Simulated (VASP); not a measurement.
Input of a VASP 6.6.1 run:

File INCAR:

```
PREC     = Accurate       # precision mode
ENCUT    = 520            # plane-wave cutoff, eV
EDIFF    = 1E-7           # SCF threshold, eV
ISMEAR   = 0              # smearing method
SIGMA    = 0.05           # smearing width, eV
LREAL    = False          # projectors in reciprocal space
LASPH    = True           # aspherical terms in the spheres
NELM     = 60             # most SCF steps
ALGO     = Normal         # electronic algorithm
ISIF     = 2              # what is computed and relaxed
LWAVE    = False          # write WAVECAR
LCHARG   = True           # write CHGCAR
LELF     = True           # ELF
LVHAR    = True         
NBANDS   = 16             # bands
```

File KPOINTS:

```
regular mesh
0
Gamma
  12 12 6
```

The input POSCAR:

```
BN
1.0
    2.5539396017     -0.0127696980      0.0000000000
   -1.2880286837      2.2181614238      0.0000000000
    0.0000000000      0.0000000000      4.2268550000
B N
2 2
Direct
    0.6666666667      0.3333333333      0.9997240000
    0.3333333333      0.6666666667      0.4997240000
    0.6666666667      0.3333333333      0.6252760000
    0.3333333333      0.6666666667      0.1252760000
```

Potentials or basis: VASP PAW LDA potentials, release 64 (B, N).

The run is started by

```console
$ cat potpaw_LDA.64/B/POTCAR potpaw_LDA.64/N/POTCAR > POTCAR
$ mpirun -np 1 vasp_std > vasp.out
```

(1) What does it give for the largest force?

(2) Predict the pressure.

## Answers

(1) 0.044 eV/Å.

(2) -12.9 GPa.

Caveat: the cell differs from its parent crystal (strain -0.0100 x Voigt [0, 0, 0, 0, 0, 1]).
